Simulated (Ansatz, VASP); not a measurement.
Two plane-wave programs on LiF

POSCAR

```
LiF
1.0
    0.0000000000      2.1866724131      2.1866724131
    2.1866724131      0.0000000000      2.1866724131
    2.1866724131      2.1866724131      0.0000000000
Li F
1 1
Direct
    0.0000000000      0.0000000000      0.0000000000
    0.2500000000      0.2500000000      0.2500000000
```

Contents of INCAR.step1:

```
SYSTEM = LiF
ALGO = Normal
EDIFF = 1E-4
ENCUT = 520
GGA = PE
ISMEAR = 0
LASPH = .True.
LCHARG = .False.
LREAL = .False.
LWAVE = .True.
NBANDS = 12
NELM = 80
PREC = Accurate
SIGMA = 0.01
```

File INCAR.step2:

```
SYSTEM = LiF
ALGO = Normal
EDIFF = 1E-6
ENCUT = 520
ISIF = 2
ISMEAR = 0
ISTART = 1
LASPH = .True.
LCHARG = .True.
LELF = .True.
LMIXTAU = .True.
LREAL = .False.
LVHAR = .True.
LWAVE = .False.
METAGGA = R2SCAN
NBANDS = 12
NELM = 80
PREC = Accurate
SIGMA = 0.01
```

File KPOINTS:

```
k-points
0
Gamma
  8 8 8
  0 0 0
```

Input for Ansatz:

```yaml
crystal:
  lattice:
    - [0.0, 2.1866724131, 2.1866724131]
    - [2.1866724131, 0.0, 2.1866724131]
    - [2.1866724131, 2.1866724131, 0.0]
  atoms:
    - { symbol: Li, position: [0.0, 0.0, 0.0] }
    - { symbol: F, position: [0.25, 0.25, 0.25] }
kpoints:
  mp_grid: { grid: [8, 8, 8] }
hamiltonian:
  xc: r2scan
scf:
  occupations: { method: fixed }
  n_extra_bands: 4
output:
  forces: true
  stress: true
  eigenvalues: true
```

Alike in both runs: task single point; functional r2SCAN; k mesh 8 × 8 × 8; no spin polarisation.

|  | VASP | Ansatz |
| --- | --- | --- |
| version | VASP 6.6.1 | Ansatz 0.2.0 |
| potentials or method | VASP PAW PBE potentials, release 64 (Li_sv, F) | plane waves, PAW |
| plane-wave cutoff (eV) | 520 | 500 |
| occupations | gaussian, width 0.01 eV | fixed |
| valence electrons in the cell | 10 | 10 |

|  | VASP | Ansatz | Ansatz less VASP |
| --- | --- | --- | --- |
| gap on the k mesh at the Fermi level (eV) | 8.44 | 8.34 | -0.104 |

VASP's potentials were made for PBE, not for r2SCAN.

Noted on VASP's run: the cutoff is short for stress, so the pressure is rough.
